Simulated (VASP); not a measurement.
# AlAu (Pm-3m) in VASP: further runs

The runs below take AlAu through single point, with LDA.

All numbers are computed with VASP 6.6.1; they aren't measurements. Logs are shortened: lines on timing, memory, paths and dates and some standing lists are left out, and cuts for length are marked.

## 1. The cell of the first run

The structure is cubic, space group Pm-3m (No. 221). The conventional cell has a = 2.793 Å, b = 2.793 Å, c = 2.793 Å, α = 90.00°, β = 90.00°, γ = 90.00°. Al (site symmetry m-3m) has 8 Au at 2.42 Å and 6 Al at 2.79 Å within 3.2 Å. Au (site symmetry m-3m) has 8 Al at 2.42 Å and 6 Au at 2.79 Å within 3.2 Å.

## 2. Single point, LDA (volume scaled by 0.65)

INCAR

```
  PREC = Accurate
  ENCUT = 520
  EDIFF = 1E-6
  ISMEAR = -1
  SIGMA = 0.05
  LREAL = F
  LASPH = T
  NELM = 100
  ALGO = Normal
  ISIF = 2
  LWAVE = F
  LCHARG = T
  LELF = T
  LVHAR = T
  NBANDS = 14
```

KPOINTS

```
Automatic mesh
0
Gamma
  11 11 11
```

POSCAR

```
AlAu
1.0
    2.7927046338      0.0000000000      0.0000000000
    0.0000000000      2.7927046338      0.0000000000
    0.0000000000      0.0000000000      2.7927046338
Al Au
1 1
Direct
    0.0000000000      0.0000000000      0.0000000000
    0.5000000000      0.5000000000      0.5000000000
```

Potentials or basis: VASP PAW LDA potentials, release 64 (Al, Au).

Started as:

```console
$ cat potpaw_LDA.64/Al/POTCAR potpaw_LDA.64/Au/POTCAR > POTCAR
$ mpirun -np 1 vasp_std > vasp.out
```

OUTCAR:

```text
PREC = Accurate
   ENCUT = 520
   EDIFF = 1E-6
   ISMEAR = -1
   LREAL = F
   LASPH = T
   NELM = 100
   ISIF = 2

 ion  position               nearest neighbor table
   1  0.000  0.000  0.000-   2 2.42   2 2.42   2 2.42   2 2.42   2 2.42   2 2.42   2 2.42   2 2.42

   2  0.500  0.500  0.500-   1 2.42   1 2.42   1 2.42   1 2.42   1 2.42   1 2.42   1 2.42   1 2.42

  LATTYP: Found a simple cubic cell.
 ALAT       =     2.7927046338

  Lattice vectors:

 A1 = (   2.7927046338,   0.0000000000,   0.0000000000)
 A2 = (   0.0000000000,   2.7927046338,   0.0000000000)
 A3 = (   0.0000000000,   0.0000000000,   2.7927046338)

Analysis of symmetry for initial positions (statically):
=====================================================================
 Subroutine PRICEL returns:
 Original cell was already a primitive cell.

 Routine SETGRP: Setting up the symmetry group for a
 simple cubic supercell.

 Subroutine GETGRP returns: Found 48 space group operations
 (whereof 48 operations were pure point group operations)
 out of a pool of 48 trial point group operations.

The static configuration has the point symmetry O_h .

Analysis of symmetry for dynamics (positions and initial velocities):
=====================================================================
 Subroutine PRICEL returns:
 Original cell was already a primitive cell.

 Routine SETGRP: Setting up the symmetry group for a
 simple cubic supercell.

 Subroutine GETGRP returns: Found 48 space group operations
 (whereof 48 operations were pure point group operations)
 out of a pool of 48 trial point group operations.

The dynamic configuration has the point symmetry O_h .

 Subroutine INISYM returns: Found 48 space group operations
 (whereof 48 operations are pure point group operations),
 and found     1 'primitive' translations

----------------------------------------------------------------------------------------

                                     Primitive cell

  volume of cell :      21.7809

  direct lattice vectors                    reciprocal lattice vectors
     2.792704634  0.000000000  0.000000000     0.358075819  0.000000000  0.000000000
     0.000000000  2.792704634  0.000000000     0.000000000  0.358075819  0.000000000
     0.000000000  0.000000000  2.792704634     0.000000000  0.000000000  0.358075819

  length of vectors
     2.792704634  2.792704634  2.792704634     0.358075819  0.358075819  0.358075819
[... 89 lines left out ...]
   POTIM  = 0.5000    time-step for ionic-motion
   TEBEG  =    0.0;   TEEND  =   0.0 temperature during run
   PSTRESS=    0.0 pullay stress
   NELECT =      14.0000    total number of electrons
   NUPDOWN=      -1.0000    fix difference up-down
   EMIN   =  10.00;   EMAX   =-10.00  energy-range for DOS
   EFERMI =   0.00;   METHOD = LEGACY
   ISMEAR =    -1;   SIGMA  =   0.05  broadening in eV -4-tet -1-fermi 0-gaus
   EFERMI_NEDOS =   21; number of points for ismear=-14 and -15
   IALGO  =     38    algorithm
   IMIX   =      4    mixing-type and parameters
     AMIX     =   0.40;   BMIX     =  1.00
     AMIX_MAG =   1.60;   BMIX_MAG =  1.00
  volume/ion in A,a.u.               =      10.89        73.49
  Fermi-wavevector in a.u.,A,eV,Ry     =   1.412838  2.669878 27.158759  1.996112
  Thomas-Fermi vector in A             =   2.534546
   LORBIT       =      0    0 simple, 1 ext, 2 COOP (PROOUT), +10 PAW based schemes
   GGA     = CA    functional components
   LHFCALC =     F    Hartree Fock is set to
   AEXX    =    0.0000 exact exchange contribution
   IVDW    =     0    specifies the selected vdW correction
   LEPSILON=     F    determine dielectric tensor
   LRPA    =     F    only Hartree local field effects (RPA)
 non-spin polarized calculation
  energy-cutoff  :      520.00
  volume of cell :       21.78
 maximum number of plane-waves:       603
 NGX is ok and might be reduce to    24

 number of electron      13.9999998 magnetization

 Free energy of the ion-electron system (eV)
  ---------------------------------------------------
  ext. energy  EPLUGINS =         0.00000000
  ---------------------------------------------------
  free energy    TOTEN  =        -6.54350804 eV

  energy without entropy =       -6.53961404  energy(sigma->0) =       -6.54156104

 E-fermi :  17.5273     XC(G=0): -13.9144

 val. band max:       17.5116019300   @ k =   0.4545   0.4545   0.3636
 cond. band min:      17.5766959400   @ k =   0.4545   0.3636   0.0000
 fundamental gap:      0.0650940100
 Fermi energy:        17.5272869994

 k-point     1 :       0.0000    0.0000    0.0000
  band No.  band energies     occupation
      1       0.9649      2.00000
      2       6.4157      2.00000
      3       6.4157      2.00000
      4      10.4967      2.00000
      5      10.4967      2.00000
      6      10.4967      2.00000
      7      20.0834      0.00000
      8      20.0834      0.00000
      9      20.0834      0.00000
     10      25.4845      0.00000
     11      25.4845      0.00000
     12      29.5607      0.00000
     13      34.6160      0.00000
     14      34.6160      0.00000
[... 377 lines left out ...]
      1       2.9141      2.00000
      2       7.0122      2.00000
      3       7.2532      2.00000
      4       9.1565      2.00000
      5       9.2794      2.00000
      6      10.2928      2.00000
      7      15.8078      2.00000
      8      21.2017      0.00000
      9      21.4673      0.00000
     10      24.2100      0.00000
     11      28.6818      0.00000
     12      30.2238      0.00000
     13      31.7776      0.00000
     14      33.3182      0.00000

 [... further k-points ...]

------------------------ aborting loop because EDIFF is reached ----------------------------------------

  FORCE on cell =-STRESS in cart. coord.  units (eV):
  Direction    XX          YY          ZZ          XY          YZ          ZX
  --------------------------------------------------------------------------------------
  -------------------------------------------------------------------------------------
  Total       17.4324631     17.4324631     17.4324631      0.0000000     -0.0000000      0.0000000
  in kB     1282.3138130   1282.3138130   1282.3138130      0.0000000     -0.0000000      0.0000000
  external PRESSURE =    1282.3138130 kB  Pullay stress =       0.0000000 kB

 VOLUME and BASIS-vectors are now :
 -----------------------------------------------------------------------------
  energy-cutoff  :      520.00
  volume of cell :       21.78
      direct lattice vectors                 reciprocal lattice vectors
     2.792704634  0.000000000  0.000000000     0.358075819  0.000000000  0.000000000
     0.000000000  2.792704634  0.000000000     0.000000000  0.358075819  0.000000000
     0.000000000  0.000000000  2.792704634     0.000000000  0.000000000  0.358075819

 POSITION                                       TOTAL-FORCE (eV/Angst)
 -----------------------------------------------------------------------------------
      0.00000      0.00000      0.00000         0.000000      0.000000      0.000000
      1.39635      1.39635      1.39635         0.000000      0.000000      0.000000
 -----------------------------------------------------------------------------------
    total drift:                                0.000000     -0.000000     -0.000000

  FREE ENERGIE OF THE ION-ELECTRON SYSTEM (eV)
  ---------------------------------------------------
  free  energy   TOTEN  =        -6.5435080435 eV

  energy  without entropy=       -6.5396140369  energy(sigma->0) =       -6.54156104
```

stdout:

```text
POSCAR found type information on POSCAR AlAu
 POSCAR found :  2 types and       2 ions
 scaLAPACK will be used
 LDA part: xc-table for (Slater(with rela. corr.)+CA(PZ))
 , standard interpolation
 POSCAR, INCAR and KPOINTS ok, starting setup
 FFT: planning ... GRIDC
 FFT: planning ... GRID_SOFT
 FFT: planning ... GRID
 WAVECAR not read
 entering main loop
```

Wall time 10 s (1 thread of Intel Xeon Platinum 8375C at 2.90GHz (Ice Lake), shared host); peak memory 0.14 GiB.

Results:

| Quantity | Value |
| --- | --- |
| Free energy | -6.5435 eV |
| Pressure | 128.2 GPa |
| Band gap on the k mesh | zero (band 7 reaches 20.08 eV, above the bottom of band 8 at 16.55 eV) |

Caveat: the cell differs from its parent crystal (volume scaled by 0.65); spin-orbit coupling is left out, which moves the levels of the heavy elements.

## 3. Single point, LDA

This run uses another cell than the first one, of 14.24 Å³/atom, 1.308 times its volume.

INCAR

```
ALGO = Normal
EDIFF = 1E-6
ENCUT = 520
GGA = CA
ISIF = 2
ISMEAR = -1
LASPH = T
LCHARG = F
LREAL = F
LWAVE = F
NBANDS = 14
NELM = 100
PREC = Accurate
SIGMA = 0.05
```

KPOINTS

```
k-points
0
Gamma
  11 11 11
```

POSCAR

```
AlAu
1.0
    3.0539378551      0.0000000000      0.0000000000
    0.0000000000      3.0539378551      0.0000000000
    0.0000000000      0.0000000000      3.0539378551
Al Au
1 1
Direct
    0.0000000000      0.0000000000      0.0000000000
    0.5000000000      0.5000000000      0.5000000000
```

Potentials or basis: VASP PAW LDA potentials, release 64 (Al, Au).

Started as:

```console
$ cat potpaw_LDA.64/Al/POTCAR potpaw_LDA.64/Au/POTCAR > POTCAR
$ mpirun -np 1 vasp_std > vasp.out
```

OUTCAR:

```text
EDIFF = 1E-6
   ENCUT = 520
   GGA = CA
   ISIF = 2
   ISMEAR = -1
   LASPH = T
   LREAL = F
   NELM = 100
   PREC = Accurate

 ion  position               nearest neighbor table
   1  0.000  0.000  0.000-   2 2.64   2 2.64   2 2.64   2 2.64   2 2.64   2 2.64   2 2.64   2 2.64

   2  0.500  0.500  0.500-   1 2.64   1 2.64   1 2.64   1 2.64   1 2.64   1 2.64   1 2.64   1 2.64

  LATTYP: Found a simple cubic cell.
 ALAT       =     3.0539378551

  Lattice vectors:

 A1 = (   3.0539378551,   0.0000000000,   0.0000000000)
 A2 = (   0.0000000000,   3.0539378551,   0.0000000000)
 A3 = (   0.0000000000,   0.0000000000,   3.0539378551)

Analysis of symmetry for initial positions (statically):
=====================================================================
 Subroutine PRICEL returns:
 Original cell was already a primitive cell.

 Routine SETGRP: Setting up the symmetry group for a
 simple cubic supercell.

 Subroutine GETGRP returns: Found 48 space group operations
 (whereof 48 operations were pure point group operations)
 out of a pool of 48 trial point group operations.

The static configuration has the point symmetry O_h .

Analysis of symmetry for dynamics (positions and initial velocities):
=====================================================================
 Subroutine PRICEL returns:
 Original cell was already a primitive cell.

 Routine SETGRP: Setting up the symmetry group for a
 simple cubic supercell.

 Subroutine GETGRP returns: Found 48 space group operations
 (whereof 48 operations were pure point group operations)
 out of a pool of 48 trial point group operations.

The dynamic configuration has the point symmetry O_h .

 Subroutine INISYM returns: Found 48 space group operations
 (whereof 48 operations are pure point group operations),
 and found     1 'primitive' translations
[... 120 lines left out ...]
   GGA     = CA    functional components
   LHFCALC =     F    Hartree Fock is set to
   AEXX    =    0.0000 exact exchange contribution
   IVDW    =     0    specifies the selected vdW correction
   LEPSILON=     F    determine dielectric tensor
   LRPA    =     F    only Hartree local field effects (RPA)
 non-spin polarized calculation
  energy-cutoff  :      520.00
  volume of cell :       28.48
 maximum number of plane-waves:       784
 NGX is ok and might be reduce to    24

 number of electron      14.0000000 magnetization

 Free energy of the ion-electron system (eV)
  ---------------------------------------------------
  ext. energy  EPLUGINS =         0.00000000
  ---------------------------------------------------
  free energy    TOTEN  =        -9.08228290 eV

  energy without entropy =       -9.07608248  energy(sigma->0) =       -9.07918269

 E-fermi :  12.1157     XC(G=0): -12.4983

 val. band max:       12.1071969945   @ k =   0.4545   0.3636   0.0000
 cond. band min:      12.1780839032   @ k =   0.4545   0.4545   0.3636
 fundamental gap:      0.0708869086
 Fermi energy:        12.1157396054

 k-point     1 :       0.0000    0.0000    0.0000
  band No.  band energies     occupation
      1      -1.0279      2.00000
      2       4.0358      2.00000
      3       4.0358      2.00000
      4       6.5672      2.00000
      5       6.5672      2.00000
      6       6.5672      2.00000
      7      14.7867      0.00000
      8      14.7867      0.00000
      9      14.7867      0.00000
     10      19.7477      0.00000
     11      19.7477      0.00000
     12      20.3930      0.00000
     13      29.0322      0.00000
     14      29.0322      0.00000
[... 377 lines left out ...]
      1       0.5683      2.00000
      2       4.4150      2.00000
      3       4.4861      2.00000
      4       5.7228      2.00000
      5       5.8004      2.00000
      6       6.4458      2.00000
      7      10.6610      2.00000
      8      15.6005      0.00000
      9      15.7213      0.00000
     10      19.3839      0.00000
     11      21.9799      0.00000
     12      23.1403      0.00000
     13      24.3259      0.00000
     14      26.2476      0.00000

 [... further k-points ...]

------------------------ aborting loop because EDIFF is reached ----------------------------------------

  FORCE on cell =-STRESS in cart. coord.  units (eV):
  Direction    XX          YY          ZZ          XY          YZ          ZX
  --------------------------------------------------------------------------------------
  -------------------------------------------------------------------------------------
  Total        3.0830227      3.0830227      3.0830227     -0.0000000     -0.0000000     -0.0000000
  in kB      173.4230091    173.4230091    173.4230091     -0.0000000     -0.0000000     -0.0000000
  external PRESSURE =     173.4230091 kB  Pullay stress =       0.0000000 kB

 VOLUME and BASIS-vectors are now :
 -----------------------------------------------------------------------------
  energy-cutoff  :      520.00
  volume of cell :       28.48
      direct lattice vectors                 reciprocal lattice vectors
     3.053937855  0.000000000  0.000000000     0.327446087  0.000000000  0.000000000
     0.000000000  3.053937855  0.000000000     0.000000000  0.327446087  0.000000000
     0.000000000  0.000000000  3.053937855     0.000000000  0.000000000  0.327446087

 POSITION                                       TOTAL-FORCE (eV/Angst)
 -----------------------------------------------------------------------------------
      0.00000      0.00000      0.00000         0.000000      0.000000      0.000000
      1.52697      1.52697      1.52697         0.000000      0.000000      0.000000
 -----------------------------------------------------------------------------------
    total drift:                                0.000000     -0.000000     -0.000000

  FREE ENERGIE OF THE ION-ELECTRON SYSTEM (eV)
  ---------------------------------------------------
  free  energy   TOTEN  =        -9.0822829038 eV

  energy  without entropy=       -9.0760824807  energy(sigma->0) =       -9.07918269
```

OSZICAR:

```text
N       E                     dE             d eps       ncg     rms          rms(c)
DAV:   1     0.541308057918E+02    0.54131E+02   -0.65646E+03  1592   0.891E+02
DAV:   2    -0.888418958405E+01   -0.63015E+02   -0.58219E+02  1904   0.188E+02
DAV:   3    -0.100602935510E+02   -0.11761E+01   -0.11714E+01  1982   0.238E+01
DAV:   4    -0.100652927052E+02   -0.49992E-02   -0.49989E-02  1916   0.192E+00
DAV:   5    -0.100653345904E+02   -0.41885E-04   -0.41886E-04  1952   0.173E-01    0.121E+01
DAV:   6    -0.916064550116E+01    0.90469E+00   -0.29701E+00  1712   0.161E+01    0.681E+00
DAV:   7    -0.910664273161E+01    0.54003E-01   -0.43733E-02  1700   0.199E+00    0.361E+00
DAV:   8    -0.908242499491E+01    0.24218E-01   -0.10650E-02  1802   0.703E-01    0.301E-01
DAV:   9    -0.908229812388E+01    0.12687E-03   -0.28685E-04  1946   0.136E-01    0.958E-02
DAV:  10    -0.908228290925E+01    0.15215E-04   -0.62460E-05  1832   0.659E-02    0.165E-02
DAV:  11    -0.908228290380E+01    0.54442E-08   -0.70414E-07  1578   0.614E-03
   1 F= -.90822829E+01 E0= -.90791827E+01  d E =-.620042E-02
```

Wall time 9.1 s (1 thread of Intel Xeon Platinum 8375C at 2.90GHz (Ice Lake), shared host); peak memory 0.14 GiB.

What came out:

```
Free energy            : -9.0823 eV
Pressure               : 17.3 GPa
Band gap on the k mesh : zero (band 7 reaches 14.79 eV, above the bottom of band 8 at 11.06 eV)
```

Levels at points of the mesh, in eV from the Fermi level:
| k point | band 4 | band 5 | band 6 | band 7 | band 8 | band 9 | band 10 | band 11 |
| --- | --- | --- | --- | --- | --- | --- | --- | --- |
| (0.00, 0.00, 0.00) | -5.55 | -5.55 | -5.55 | 2.67 | 2.67 | 2.67 | 7.63 | 7.63 |

Caveat: spin-orbit coupling is left out, which moves the levels of the heavy elements.

## 4. Single point, LDA

INCAR

```
SYSTEM = AlAu
ALGO = Normal ; EDIFF = 1E-7
ENCUT = 520 ; ISIF = 2
ISMEAR = -1 ; LASPH = .True.
LCHARG = .True. ; LELF = .True.
LREAL = .False. ; LVHAR = .True.
LWAVE = .False. ; NBANDS = 14
NELM = 100 ; PREC = Accurate
SIGMA = 0.05
```

KPOINTS

```
k-points
0
Gamma
  11 11 11
  0 0 0
```

POSCAR is that of step 3.

Started as:

```console
$ cat potpaw_LDA.64/Al/POTCAR potpaw_LDA.64/Au/POTCAR > POTCAR
$ mpirun -np 1 vasp_std > vasp.out
```

Run time: 14 s. Hardware: 1 thread of Intel Xeon Platinum 8375C at 2.90GHz (Ice Lake), shared host; peak memory 0.14 GiB.

The run converged. Its results:

- Free energy: -9.0823 eV
- Pressure: 17.3 GPa
- Band gap on the k mesh: zero (band 7 reaches 14.79 eV, above the bottom of band 8 at 11.06 eV)

Levels at points of the mesh, in eV from the Fermi level:
```tsv
k point	band 5	band 6	band 7	band 8	band 9	band 10
(0.00, 0.00, 0.00)	-5.55	-5.55	2.67	2.67	2.67	7.63
```

Caveat: spin-orbit coupling is left out, which moves the levels of the heavy elements.
